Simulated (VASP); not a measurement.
Wanted: the native input for a VASP 6.6.1 run.

* Task: single point
* Functional: PBE
* Potentials or basis: VASP PAW PBE potentials, release 64 (Be, N, O)
* Cutoff: 520 eV
* k mesh: 6 × 4 × 1
* Occupations: gaussian, width 0.1 eV
* Spin: collinear spin, ferromagnetic start
* Starting moments: [0.0, 0.0, 0.0, 0.0, 0.0, 0.0, 0.0, 0.0, 0.0, 0.0, 0.0, 0.0, 0.0, 0.0, 0.0, 0.0, 0.0, 0.0, 0.0, 0.0, 0.0, 0.0, 0.0, 0.0, 1.0, 0.0] μB
* Dipole correction: yes
* Further INCAR settings: ALGO = Normal; EDIFF = 1e-06; NBANDS = 52; NELMDL = -8

The structure of Be24NO lies in POSCAR:

```
Be24NO
1.0
    4.5254381411      0.0000000000      0.0000000000
    0.0000000000      7.1336190820      0.0000000000
    0.0000000000      0.0000000000     22.3685529248
Be N O
24 1 1
Direct
    0.0000000000      0.3750000000      0.1788224752
    0.0000000000      0.8750000000      0.1788224752
    0.5000000000      0.3750000000      0.1788224752
    0.5000000000      0.8750000000      0.1788224752
    0.2500000000      0.1250000000      0.2080237711
    0.2500000000      0.6250000000      0.2080237711
    0.7500000000      0.1250000000      0.2080237711
    0.7500000000      0.6250000000      0.2080237711
    0.2500000000      0.3750000000      0.2664263628
    0.2500000000      0.8750000000      0.2664263628
    0.7500000000      0.3750000000      0.2664263628
    0.7500000000      0.8750000000      0.2664263628
    0.0000000000      0.1250000000      0.2903069137
    0.0000000000      0.6250000000      0.2903069137
    0.5000000000      0.1250000000      0.2903069137
    0.5000000000      0.6250000000      0.2903069137
    0.0000000000      0.3750000000      0.3546814205
    0.0000000000      0.8750000000      0.3546814205
    0.5000000000      0.3750000000      0.3546814205
    0.5000000000      0.8750000000      0.3546814205
    0.2500000000      0.1250000000      0.3741213369
    0.2500000000      0.6250000000      0.3741213369
    0.7500000000      0.1250000000      0.3741213369
    0.7500000000      0.6250000000      0.3741213369
    0.7500000000      0.4583333333      0.4604031812
    0.8198393050      0.5281726383      0.5060882990
```

One way to write it, as run:

INCAR

```
SYSTEM = Be24NO
PREC = Accurate ; ENCUT = 520
EDIFF = 1E-6 ; ISMEAR = 0
SIGMA = 0.1 ; LREAL = .FALSE.
LASPH = .TRUE. ; NELM = 200
ALGO = Normal ; ISIF = 2
LWAVE = .FALSE. ; LCHARG = .FALSE.
ISPIN = 2 ; MAGMOM = 0 0 0 0 0 0 0 0 0 0 0 0 0 0 0 0 0 0 0 0 0 0 0 0 1 0
LORBIT = 11 ; LDIPOL = .TRUE.
IDIPOL = 3 ; DIPOL = 0.5 0.5 0.294
GGA = PE ; NBANDS = 52
GGA_COMPAT = .FALSE. ; NELMDL = -8
KPAR = 4
```

KPOINTS

```
regular mesh
0
G
  6 4 1
  0 0 0
```

Potentials or basis: VASP PAW PBE potentials, release 64 (Be, N, O).

The run is started by

```console
$ cat potpaw_PBE.64/Be/POTCAR potpaw_PBE.64/N/POTCAR potpaw_PBE.64/O/POTCAR > POTCAR
$ mpirun -np 4 vasp_std > vasp.out
```

Results of the run:

* Largest force: 0.752 eV/Å
* Net moment: 0.48 μB per cell
* Site moments: Be -0.01, +0.00, -0.00, +0.01 (each value once); N +0.21; O +0.18 μB
* Valence electrons inside the program's atomic spheres: Be 1.02, 1.01, 1.16, 1.18, 1.17, 1.21, 1.14, 1.13, 1.07, 1.08, 1.10 (each value once); N 3.64; O 5.05

Caveat: the standard files for N, O and F lose accuracy on very short bonds.

Run time: 25 min on 4 MPI ranks on Intel(R) Xeon(R) Platinum 8259CL CPU @ 2.50GHz (Skylake/Cascade Lake) (shared host), peak memory 1.4 GiB a rank.
